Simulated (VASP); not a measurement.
CdTe: single point with r2SCAN0

The system is CdTe.

```
Te Cd
1.0
     0.00000    3.18349    3.18349
     3.18349    0.00000    3.18349
     3.18349    3.18349    0.00000
Te Cd
1 1
Direct
  0.75000 0.75000 0.75000
  0.00000 0.00000 0.00000
```

```yaml
Program: VASP 6.6.1
Task: single point
Functional: r2SCAN0
Potentials_or_basis: VASP PAW PBE potentials, release 64 (Te, Cd)
Cutoff: 520 eV
k_mesh: 4 × 4 × 4
Occupations: fermi-dirac, width 0.05 eV
Spin: no spin polarisation
```

| Item | Value |
| --- | --- |
| Pressure | 4.0 GPa |
| Band gap on the k mesh | 2.74 eV |

Levels at points of the mesh, in eV from the valence-band top:
```
           k point  band 6  band 7  band 8  band 9  band 10  band 11  band 12  band 13
(0.00, 0.00, 0.00)   -9.71    0.00    0.00    0.00     2.74     6.44     6.44     6.44
(0.50, 0.00, 0.00)   -9.20   -5.20   -0.94   -0.94     3.65     7.01     7.01     8.90
(0.50, 0.50, 0.00)   -8.98   -4.99   -2.26   -2.26     4.00     4.36    11.48    11.87
```

It took 32 min on 1 thread of Intel Xeon 8259CL, on a shared host, peak memory 0.23 GiB.

Caveat: the k points lie up to 0.43 Å⁻¹ apart; the PAW data sets were made with another functional, which shifts forces and pressure a little; spin-orbit coupling is left out, which moves the levels of the heavy elements.
